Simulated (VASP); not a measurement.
Write the native input for VASP 6.6.1 that does the following.

```
Task                   : single point
Functional             : LDA
Potentials or basis    : VASP PAW LDA potentials, release 64 (In_d, Ga_d, P)
Cutoff                 : 520 eV
k mesh                 : 8 × 8 × 2
Occupations            : gaussian, width 0.02 eV
Spin                   : no spin polarisation
Dipole correction      : no
Further INCAR settings : ALGO = Normal; EDIFF = 1e-06; NBANDS = 66
```

The structure of InGa5P6 lies in POSCAR:

```
InGa5P6
1.0
    3.9406925254      0.0000000000      0.0000000000
    0.0000000000      3.9406925254      0.0000000000
    0.0000000000      0.0000000000     16.7971378696
In Ga P
1 5 6
Direct
    0.5000000000      0.5000000000      0.5000000000
    0.0000000000      0.0000000000      0.6754849555
    0.0000000000      0.0000000000      0.3245150445
    0.5000000000      0.5000000000      0.1621912644
    0.0000000000      0.0000000000      0.0000000000
    0.5000000000      0.5000000000      0.8378087356
    0.5000000000      0.0000000000      0.4048238610
    0.0000000000      0.5000000000      0.2432938610
    0.5000000000      0.0000000000      0.0810859953
    0.0000000000      0.5000000000      0.9189140047
    0.5000000000      0.0000000000      0.7567061390
    0.0000000000      0.5000000000      0.5951761390
```

One way to write it, as run:

INCAR

```
SYSTEM = InGa5P6
PREC = Accurate
ENCUT = 520
EDIFF = 1E-6
ISMEAR = 0
SIGMA = 0.02
LREAL = .False.
LASPH = .True.
NELM = 100
ALGO = Normal
ISIF = 2
LWAVE = .False.
LCHARG = .True.
GGA = CA
LELF = .True.
LVHAR = .True.
NBANDS = 66
```

KPOINTS

```
regular mesh
0
Gamma
  8 8 2
  0 0 0
```

Potentials or basis: VASP PAW LDA potentials, release 64 (In_d, Ga_d, P).

Launch:

```bash
$ cat potpaw_LDA.64/In_d/POTCAR potpaw_LDA.64/Ga_d/POTCAR potpaw_LDA.64/P/POTCAR > POTCAR
$ mpirun -np 1 vasp_std > vasp.out
```

Results of the run:

The pressure is -4.7 GPa. The largest force is 0.034 eV/Å and the band gap on the k mesh is 1.05 eV.

Caveat: the cell stands under tension; spin-orbit coupling is left out, which moves the levels of the heavy elements.

It took 8.7 min on 1 thread of Intel(R) Xeon(R) Platinum 8375C CPU @ 2.90GHz (Ice Lake), on a shared host, peak memory 0.53 GiB.
